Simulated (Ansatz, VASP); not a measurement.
# AgB2 in VASP and in Ansatz

```
Ag B
1.0
     3.01987    0.00000    0.00000
    -1.50993    2.61528    0.00000
     0.00000    0.00000    3.26146
Ag B
1 2
Direct
  0.00000 0.00000 0.00000
  0.33333 0.66667 0.50000
  0.66667 0.33333 0.50000
```

Change from the starting cell: volume scaled by 1.02.

Alike in both runs: task single point; functional PBEsol; k mesh 16 × 16 × 13; occupations fermi-dirac, width 0.05 eV; no spin polarisation.

|  | VASP | Ansatz |
| --- | --- | --- |
| version | VASP 6.6.1 | Ansatz 0.2.0 |
| potentials or method | VASP PAW PBE potentials, release 64 (Ag, B), cutoff 520 eV | all-electron LAPW, scalar-relativistic |

Ansatz gave:

| Quantity | Value |
| --- | --- |
| pressure (GPa) | 39.8 |
| traceless stress, the component that is largest in VASP (GPa) | 20.93 |

Task: Which values does VASP return?

Result: Pressure (GPa): 39.9; traceless stress, the component that is largest in VASP (GPa): 20.79.

VASP's potentials were made for PBE, not for PBEsol. Both programs put the cell under a high pressure, so it lies far from rest at this level. Ansatz ran all-electron here, and VASP with PAW potentials.
